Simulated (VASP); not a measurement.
Runs of VASP 6.6.1 on BaF2. The structure is cubic, space group Fm-3m (No. 225). The conventional cell has a = 6.194 Å, b = 6.194 Å, c = 6.194 Å, α = 90.00°, β = 90.00°, γ = 90.00°. Ba (site symmetry m-3m) has 8 F at 2.68 Å within 3.5 Å. F (site symmetry -43m) has 4 Ba at 2.68 Å and 6 F at 3.10 Å within 3.5 Å. 

```csv
level,k mesh,cutoff (eV),smearing,grid for exact exchange (PRECFOCK),share of exact exchange,screening parameter,gap on the mesh (eV),pressure (GPa)
PBE-based screened hybrid with 100 % exact exchange,4 × 4 × 4,520,gaussian 0.01 eV,Normal,1,0.2078 1/Å,(a),-1.9
PBEsol,6 × 6 × 6,600,methfessel-paxton 0.2 eV,-,-,-,6.66,-0.6
HSE06,4 × 4 × 4,520,gaussian 0.01 eV,Normal,0.25,0.2079 1/Å,8.70,(b)
PBEsol,6 × 6 × 6,600,methfessel-paxton 0.001 eV,-,-,-,6.65,-0.5
PBEsol,5 × 5 × 5,600,gaussian 0.01 eV,-,-,-,6.64,-0.5
PBEsol,6 × 6 × 6,600,gaussian 0.01 eV,-,-,-,6.65,-0.5
PBEsol,6 × 6 × 6,600,gaussian 0.5 eV,-,-,-,6.65,-0.5
```

Alike in all rows: task single point; potentials or basis VASP PAW PBE potentials, release 64 (Ba_sv, F); no spin polarisation; cell as given.

Q: Fill in the values left out.

A: (a) 14.89; (b) 1.4.

Caveats: some runs use coarse meshes; the PAW data sets were made with another functional, which shifts forces and pressure a little; spin-orbit coupling is left out, which moves the levels of the heavy elements; an odd mesh through Γ misses points on the zone boundary, where band edges can lie (at least some runs); so wide a smearing shifts energies and pressures (at least some runs).

A k mesh can miss the band edges, and the runs leave out spin-orbit coupling on Ba.
